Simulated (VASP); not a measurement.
Set up this calculation in VASP 6.6.1, as the native input.

| Property | Result |
| --- | --- |
| Task | relaxation of cell and atoms |
| Functional | r2SCAN |
| Potentials or basis | VASP PAW PBE potentials, release 64 (W_sv, C) |
| Cutoff | 600 eV |
| k mesh | 9 × 9 × 8 |
| Occupations | gaussian, width 0.1 eV |
| Spin | no spin polarisation |
| Dipole correction | no |
| Further INCAR settings | ALGO = Normal; EDIFF = 1e-06; IBRION = 2; EDIFFG = -0.05; NSW = 100; ISIF = 3 |

Crystal: WC.

```
W C
1.0
     2.88207    0.00000    0.00000
    -1.44104    2.49595    0.00000
     0.00000    0.00000    2.82387
W C
1 1
Direct
  0.00000 0.00000 0.00000
  0.66667 0.33333 0.50000
```

These files were run (other wordings do the same):

POSCAR

```
WC
1.0
    2.8820700000      0.0000000000      0.0000000000
   -1.4410350000      2.4959458400      0.0000000000
    0.0000000000      0.0000000000      2.8238700000
W C
1 1
Direct
    0.0000000000      0.0000000000      0.0000000000
    0.6666666700      0.3333333300      0.5000000000
```

INCAR.step1

```
SYSTEM = WC
  ALGO = Normal
  EDIFF = 1E-4
  ENCUT = 600
  GGA = PE
  ISMEAR = 0
  LASPH = .True.
  LCHARG = .False.
  LREAL = .False.
  LWAVE = .True.
  NELM = 60
  PREC = Accurate
  SIGMA = 0.1
```

INCAR.step2

```
SYSTEM = WC
  ALGO = Normal
  EDIFF = 1E-6
  EDIFFG = -0.05
  ENCUT = 600
  IBRION = 2
  ISIF = 3
  ISMEAR = 0
  ISTART = 1
  LASPH = .True.
  LCHARG = .False.
  LMIXTAU = .True.
  LREAL = .False.
  LWAVE = .False.
  METAGGA = R2SCAN
  NELM = 60
  NSW = 100
  PREC = Accurate
  SIGMA = 0.1
```

KPOINTS

```
k-points
0
Gamma
  9 9 8
  0 0 0
```

Potentials or basis: VASP PAW PBE potentials, release 64 (W_sv, C).

Command:

```bash
$ cat potpaw_PBE.64/W_sv/POTCAR potpaw_PBE.64/C/POTCAR > POTCAR
$ cp INCAR.step1 INCAR
$ mpirun -np 1 vasp_std > vasp.out
$ cp INCAR.step2 INCAR
$ mpirun -np 1 vasp_std > vasp.out
```

It gave:

The relaxed volume is 10.46 Å³/atom. The relaxed cell is a = 2.917 Å, b = 2.917 Å, c = 2.840 Å, α = 90.00°, β = 90.00°, γ = 120.00° and the space group after relaxing (to 0.1 Å) is P-6m2 (No. 187). The energy gained by relaxing is 12.2 meV/atom, the ionic steps are 6 and the pressure after relaxing is 0.0 GPa. The band gap on the k mesh is zero (bands 9 and 10 overlap by 1.31 eV).

Caveat: the PAW data sets were made with another functional, which shifts forces and pressure a little; spin-orbit coupling is left out, which moves the levels of the heavy elements.

Run time: 2.3 min on 1 thread of Intel(R) Xeon(R) 6975P-C (Granite Rapids) (shared host), peak memory 0.16 GiB.
